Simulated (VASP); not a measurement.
Input of a VASP 6.6.1 run:

The input INCAR:

```
ALGO = Normal
EDIFF = 1E-6
ENCUT = 520
GGA = PS
ISIF = 2
ISMEAR = 0
LASPH = T
LCHARG = F
LREAL = F
LWAVE = F
NBANDS = 28
NELM = 100
PREC = Accurate
SIGMA = 0.02
```

The input KPOINTS:

```
k-points
0
Gamma
  8 8 6
```

File POSCAR:

```
PbO
1.0
    3.9874851108      0.0000000000      0.0000000000
    0.0000000000      3.9874851108      0.0000000000
    0.0000000000      0.0000000000      5.0798996428
Pb O
2 2
Direct
    0.0000000000      0.5000000000      0.2331620937
    0.5000000000      0.0000000000      0.7668379063
    0.0000000000      0.0000000000      0.0000000000
    0.5000000000      0.5000000000      0.0000000000
```

Potentials or basis: VASP PAW PBE potentials, release 64 (Pb_d, O).

Run with:

```bash
$ cat potpaw_PBE.64/Pb_d/POTCAR potpaw_PBE.64/O/POTCAR > POTCAR
$ mpirun -np 1 vasp_std > vasp.out
```

Question: Predict the band gap on the k mesh.

Answer: 1.24 eV, indirect (least direct gap 2.20 eV).

Question: Estimate the pressure.

Answer: 0.1 GPa.

Question: What does it give for the largest force?

Answer: 0.046 eV/Å.

Forces on the atoms (eV/Å):
```
Pb   0.000  0.000  0.046
Pb   0.000  0.000 -0.046
O    0.000  0.000  0.000
O    0.000  0.000  0.000
```

Caveat: the PAW data sets were made with another functional, which shifts forces and pressure a little; spin-orbit coupling is left out, which moves the levels of the heavy elements. Expect the measured gap to be larger: semilocal functionals such as PBEsol lack the derivative discontinuity.
